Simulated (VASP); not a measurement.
Set up this calculation in VASP 6.6.1, as the native input.

```
Task                   : single point
Functional             : PBE
Potentials or basis    : VASP PAW PBE potentials, release 64 (Ta_sv_GW, B, N)
Cutoff                 : 600 eV
k mesh                 : 6 × 6 × 2
Occupations            : gaussian, width 0.1 eV
Spin                   : no spin polarisation
Dipole correction      : no
Second run             : valence_matched
Further INCAR settings : ALGO = Normal; EDIFF = 1e-06; NBANDS = 34
```

The structure of Ta3B2N lies in POSCAR:

```
Ta3B2N
1.0
    3.0202969268      0.0000000000      0.0000000000
    0.0000000000      3.0202969268      0.0000000000
    0.0000000000      0.0000000000      8.7135184732
Ta B N
3 2 1
Direct
    0.0000000000      0.0000000000      0.2252878269
    0.0000000000      0.0000000000      0.7747121731
    0.5000000000      0.5000000000      0.5000000000
    0.0000000000      0.0000000000      0.5000000000
    0.5000000000      0.5000000000      0.0000000000
    0.0000000000      0.0000000000      0.0000000000
```

These files were run (other wordings do the same):

INCAR

```
PREC = Accurate ; ENCUT = 600
EDIFF = 1E-6 ; ISMEAR = 0
SIGMA = 0.1 ; LREAL = False
LASPH = True ; NELM = 120
ALGO = Normal ; ISIF = 2
LWAVE = False ; LCHARG = True
GGA = PE ; LELF = True
LVHAR = True ; NBANDS = 34
GGA_COMPAT = False
```

KPOINTS

```
Automatic mesh
0
Gamma
  6 6 2
```

Potentials or basis: VASP PAW PBE potentials, release 64 (Ta_sv_GW, B, N).

Launch:

```sh
$ cat potpaw_PBE.64/Ta_sv_GW/POTCAR potpaw_PBE.64/B/POTCAR potpaw_PBE.64/N/POTCAR > POTCAR
$ mpirun -np 1 vasp_std > vasp.out
```

Results of the run:

```json
{"Pressure": "0.0 GPa", "Largest force": "0.051 eV/Å", "Band gap on the k mesh": "zero (band 25 reaches 10.25 eV, above the bottom of band 26 at 8.46 eV)"}
```

Caveat: the k points lie up to 0.36 Å⁻¹ apart; spin-orbit coupling is left out, which moves the levels of the heavy elements.

It took 44 s on 1 thread of Intel(R) Xeon(R) 6975P-C (Granite Rapids) (shared host), peak memory 0.23 GiB.
